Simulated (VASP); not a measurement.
V2O5 (cubic X2O5 type), 14 atoms in the cell. Symmetry: Pn-3m, No. 224, cubic system. The conventional cell has a = 4.831 Å, b = 4.831 Å, c = 4.831 Å, α = 90.00°, β = 90.00°, γ = 90.00°. V (site symmetry -3m) has 12 O at 2.09 to 2.42 Å within 2.8 Å. O (site symmetry -3m) has 6 O at 2.09 Å and 6 V at 2.42 Å within 2.8 Å. O (site symmetry -42m) has 4 V at 2.09 Å and 8 O at 2.09 to 2.42 Å within 2.8 Å. 

| Quantity | Value |
| --- | --- |
| Program | VASP 6.6.1 |
| Task | single point |
| Functional | PBE |
| Potentials or basis | VASP PAW PBE potentials, release 64 (V_sv, O) |
| Cutoff | 520 eV |
| k mesh | 11 × 11 × 11 |
| Occupations | fermi-dirac, width 0.0612256 eV |
| Spin | no spin polarisation |
| Dipole correction | no |
| Further INCAR settings | ALGO = Normal; EDIFF = 1e-06; NBANDS = 69 |

Potentials or basis: VASP PAW PBE potentials, release 64 (V_sv, O).

Launch:

```bash
$ cat potpaw_PBE.64/V_sv/POTCAR potpaw_PBE.64/O/POTCAR > POTCAR
$ mpirun -np 1 vasp_std > vasp.out
```

Hardware: 1 thread of Intel Xeon 8259CL (shared host).

Question: Estimate the wall time of this run.

Answer: It took 12 min on 1 thread of Intel Xeon 8259CL (shared host), peak memory 0.41 GiB. Counts: scf iterations 18, k points 56.
